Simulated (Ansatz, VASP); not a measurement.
# GaN in VASP and in Ansatz

INCAR

```
PREC     = Accurate       # precision mode
ENCUT    = 520            # plane-wave cutoff, eV
EDIFF    = 1E-7           # SCF threshold, eV
ISMEAR   = -1             # smearing method
SIGMA    = 0.05           # smearing width, eV
LREAL    = F              # projectors in reciprocal space
LASPH    = T              # aspherical terms in the spheres
NELM     = 80             # most SCF steps
ALGO     = Normal         # electronic algorithm
ISIF     = 2              # what is computed and relaxed
LWAVE    = F              # write WAVECAR
LCHARG   = F              # write CHGCAR
GGA      = RE             # functional
NBANDS   = 16             # bands
```

The input KPOINTS:

```
Automatic mesh
0
Gamma
  10 10 10
```

The input POSCAR:

```
GaN
1.0
    0.0000000000      2.2535006075      2.2535006075
    2.2535006075      0.0000000000      2.2535006075
    2.2535006075      2.2535006075      0.0000000000
Ga N
1 1
Direct
    0.0000000000      0.0000000000      0.0000000000
    0.2500000000      0.2500000000      0.2500000000
```

input.yaml

```yaml
crystal:
  lattice:
    - [0.0, 2.2535006075, 2.2535006075]
    - [2.2535006075, 0.0, 2.2535006075]
    - [2.2535006075, 2.2535006075, 0.0]
  atoms:
    - { symbol: Ga, position: [0.0, 0.0, 0.0] }
    - { symbol: "N", position: [0.25, 0.25, 0.25] }
hamiltonian:
  xc: revpbe
  pseudopotentials: { kind: paw }
kpoints:
  mp_grid: { grid: [10, 10, 10] }
scf:
  occupations: { method: fermi_dirac, width: 0.05 }
output:
  forces: true
  stress: true
  eigenvalues: true
```

Alike in both runs: task single point; functional revPBE; k mesh 10 × 10 × 10; occupations fermi-dirac, width 0.05 eV; no spin polarisation.

```csv
,VASP,Ansatz
version,VASP 6.6.1,Ansatz 0.2.0
potentials or method,"VASP PAW PBE potentials, release 64 (Ga_d, N)",Ansatz PAW
plane-wave cutoff (eV),520,420
valence electrons in the cell,18,18
```

Ansatz gave:

```
gap on the k mesh at the Fermi level (eV) : 1.74
least direct gap on the mesh (eV)         : 1.74
pressure (GPa)                            : 8.0
```

Q: Estimate VASP's values.

A: gap on the k mesh at the Fermi level (eV): 1.76; least direct gap on the mesh (eV): 1.76; pressure (GPa): 7.9.

VASP's potentials were made for PBE, not for revPBE. The functional is the same, so the differences come from potentials, cutoffs and numerics.
